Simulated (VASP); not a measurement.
The system is Nb.

```
Nb
1.0
    -1.66395    1.66395    1.66395
     1.66395   -1.66395    1.66395
     1.66395    1.66395   -1.66395
Nb
1
Direct
  0.00000 0.00000 0.00000
```

- Program: VASP 6.6.1
- Task: relaxation of cell and atoms
- Functional: r2SCAN
- Potentials or basis: VASP PAW PBE potentials, release 64 (Nb_sv)
- Cutoff: 550 eV
- k mesh: 13 × 13 × 13
- Occupations: fermi-dirac, width 0.1 eV
- Spin: no spin polarisation

At the start: pressure -4.0 GPa; volume 18.43 Å³/atom.

**Question.** How do energy, volume and symmetry change on relaxing?

**Answer.** Over 3 steps the energy falls by 5.5 meV/atom and the volume is 18.00 Å³/atom (-2.3 %); space group Im-3m (No. 229, to 0.1 Å) before and after.

The path:
```
step  energy change (eV)  largest force (eV/Å)  pressure (GPa)  volume (Å³)
   1              0.0000                0.0000           -3.96        18.43
   2              0.0124                0.0000            7.95        17.24
   3             -0.0055                0.0000           -0.05        18.00
```

Final structure:
```
CELL_PARAMETERS angstrom
-1.65081 1.65081 1.65081
1.65081 -1.65081 1.65081
1.65081 1.65081 -1.65081
ATOMIC_POSITIONS crystal
Nb 0.00000 0.00000 0.00000
```

Caveat: the PAW data sets were made with another functional, which shifts forces and pressure a little.
